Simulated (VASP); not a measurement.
**Fe: relaxation of cell and atoms with r2SCAN**

The system is Fe.

```
Fe
1.0
     0.00000    1.81407    1.81407
     1.81407    0.00000    1.81407
     1.81407    1.81407    0.00000
Fe
1
Direct
  0.50000 0.50000 0.50000
```

This isn't the form of Fe at room conditions, which is bcc.

- Program: VASP 6.6.1
- Task: relaxation of cell and atoms
- Functional: r2SCAN
- Potentials or basis: VASP PAW PBE potentials, release 64 (Fe)
- Cutoff: 660 eV
- k mesh: 8 × 8 × 8
- Occupations: gaussian, width 0.1 eV
- Spin: collinear spin, ferromagnetic start
- Starting moments: [3.11] μB
- Dipole correction: no
- Further INCAR settings: ALGO = Normal; EDIFF = 1e-07; IBRION = 2; EDIFFG = -0.04; NSW = 90; ISIF = 3

- Relaxed volume: 11.91 Å³/atom
- Relaxed cell: a = 2.563 Å, b = 2.563 Å, c = 2.563 Å, α = 60.00°, β = 60.00°, γ = 60.00°
- Space group after relaxing (to 0.1 Å): Fm-3m (No. 225)
- Energy gained by relaxing: 0.1 meV/atom
- Ionic steps: 3
- Pressure after relaxing: 0.0 GPa
- Net moment: 2.70 μB per cell
- Site moments: Fe +2.75 μB
- Valence electrons inside the program's atomic spheres: Fe 7.18

Final structure:
```
Fe
1.0
     0.00000    1.81234    1.81234
     1.81234    0.00000    1.81234
     1.81234    1.81234    0.00000
Fe
1
Cartesian
  1.8123 1.8123 1.8123
```

Levels at points of the mesh, in eV from the Fermi level:
Spin up:
```tsv
k point	band 2	band 3	band 4	band 5	band 6	band 7	band 8	band 9
(0.00, 0.00, 0.00)	-3.45	-3.45	-3.45	-2.53	-2.53	22.50	26.59	26.59
(0.50, 0.00, 0.00)	-3.64	-3.64	-1.56	-1.56	-0.46	5.63	21.07	24.12
(0.50, 0.50, 0.00)	-5.33	-1.75	-1.25	-1.25	2.26	9.00	14.29	14.29
```
Spin down:
| k point | band 1 | band 2 | band 3 | band 4 | band 5 | band 6 | band 7 |
| --- | --- | --- | --- | --- | --- | --- | --- |
| (0.00, 0.00, 0.00) | -9.51 | -0.05 | -0.05 | -0.05 | 1.97 | 1.97 | 21.71 |
| (0.50, 0.00, 0.00) | -4.03 | -0.96 | 0.10 | 0.10 | 2.66 | 2.66 | 7.99 |
| (0.50, 0.50, 0.00) | -3.56 | -2.78 | 2.04 | 2.67 | 2.67 | 2.93 | 11.17 |

Run time: 74 s on 1 thread of Intel(R) Xeon(R) Platinum 8375C CPU @ 2.90GHz (Ice Lake), on a shared host, peak memory 0.16 GiB.

Caveat: the k points lie up to 0.38 Å⁻¹ apart in the final cell; the PAW data sets were made with another functional, which shifts forces and pressure a little.
